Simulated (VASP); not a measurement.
Here is a VASP 6.6.1 calculation.

INCAR

```
  PREC = Accurate
  ENCUT = 520
  EDIFF = 1E-6
  ISMEAR = -1
  SIGMA = 0.05
  LREAL = False
  LASPH = True
  NELM = 80
  ALGO = Normal
  ISIF = 2
  LWAVE = False
  LCHARG = False
  GGA = PE
  NBANDS = 20
```

KPOINTS

```
Automatic mesh
0
Gamma
  5 4 9
```

POSCAR

```
Te
1.0
    5.4710358333      0.0000000000      0.0000000000
    0.0000000000      8.3693398200      0.0000000000
    0.0000000000      0.0000000000      3.0803180595
Te
4
Direct
    0.3030630000      0.3899060000      0.7531060000
    0.1968680000      0.8913280000      0.2499170000
    0.6973150000      0.5996870000      0.7593340000
    0.8133190000      0.1090950000      0.2494570000
```

Potentials or basis: VASP PAW PBE potentials, release 64 (Te).

Launch:

```console
$ cat potpaw_PBE.64/Te/POTCAR > POTCAR
$ mpirun -np 1 vasp_std > vasp.out
```

Problem. What does it give for the band gap on the k mesh?

Solution. Zero (band 12 reaches 6.89 eV, above the bottom of band 13 at 4.25 eV).

Problem. What does it give for the largest force?

Solution. 0.156 eV/Å.

Problem. What does it give for the pressure?

Solution. 0.2 GPa.

Forces on the atoms (eV/Å):
```
Te  -0.063 -0.104  0.012
Te   0.061 -0.096 -0.003
Te   0.062  0.143 -0.011
Te  -0.060  0.057  0.001
```

Caveat: the cell differs from its parent crystal (atoms moved at random); spin-orbit coupling is left out, which moves the levels of the heavy elements.
